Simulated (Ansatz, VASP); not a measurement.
Si3C in VASP and in Ansatz

```
CELL_PARAMETERS angstrom
6.58558 0.00000 0.00000
-3.29279 5.70328 0.00000
0.00000 0.00000 2.70448
ATOMIC_POSITIONS crystal
Si 0.39673 0.19836 0.75000
Si 0.80164 0.19836 0.75000
Si 0.80164 0.60327 0.75000
Si 0.60327 0.80164 0.25000
Si 0.19836 0.80164 0.25000
Si 0.19836 0.39673 0.25000
C 0.66667 0.33333 0.25000
C 0.33333 0.66667 0.75000
```

Change from the starting cell: species swapped into the KSn3 type (P6_3/mmc, No. 194).

Alike in both runs: functional PBE; k mesh 3 × 3 × 6; occupations gaussian, width 0.1 eV; no spin polarisation.

Ansatz relaxed the structure, and its values are those at the end. VASP's run is a single point on that final structure, the one shown.

|  | VASP | Ansatz |
| --- | --- | --- |
| version | VASP 6.6.1 | Ansatz 0.2.0 |
| potentials or method | VASP PAW PBE potentials, release 64 (Si, C), cutoff 520 eV | scalar-relativistic, plane waves, PAW |
| valence electrons in the cell | 32 | 32 |

Ansatz gave:

| Quantity | Value |
| --- | --- |
| gap on the k mesh at the Fermi level (eV) | none |
| pressure (GPa) | 0.1 |

**Question.** Which values does VASP return?

**Answer.** gap on the k mesh at the Fermi level (eV): none; pressure (GPa): 0.0.

A gap of «none» marks a metal or a gap that the smearing closes.

The k mesh is coarse, so the values compare programs but aren't converged.
